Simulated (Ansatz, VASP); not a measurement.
HC6: VASP beside Ansatz

```xyz
14
Lattice="4.8895 0.0000 0.0000 -1.2224 8.7850 0.0000 0.0000 0.0000 22.7475" Properties=species:S:1:pos:R:3 pbc="T T T"
C     0.0000    0.6804    4.0000
C     2.4448    0.6804    4.0000
C     1.2224    0.8504    4.6849
C     3.6671    0.8504    4.6849
C     1.2224    1.1906    6.0548
C     3.6671    1.1906    6.0548
C     0.0000    1.3574    6.7220
C     2.4448    1.3574    6.7220
C     0.0000    1.7173    8.1518
C     2.4448    1.7173    8.1518
C     1.2224    1.8685    8.7475
C     3.6671    1.8685    8.7475
H     0.0517    1.3459    9.5175
H    -0.0517    2.0887    9.5175
```

Alike in both runs: task single point; functional LDA; k mesh 6 × 3 × 1; occupations gaussian, width 0.1 eV; no spin polarisation.

|  | VASP | Ansatz |
| --- | --- | --- |
| version | VASP 6.6.1 | Ansatz 0.2.0 |
| potentials or method | VASP PAW LDA potentials, release 64 (C, H), cutoff 520 eV | scalar-relativistic, plane waves, PAW |
| valence electrons in the cell | 50 | 50 |

```tsv
	VASP	Ansatz	Ansatz less VASP
gap on the k mesh at the Fermi level (eV)	none	none	-
rms of the force components (eV/Å)	2.497	2.498	+0.0009
```

LDA's correlation is that of Perdew and Zunger in VASP and of Perdew and Wang (1992) in Ansatz. Atom by atom the forces differ by 0.023 eV/Å (rms over components). A gap of «none» marks a metal or a gap that the smearing closes.
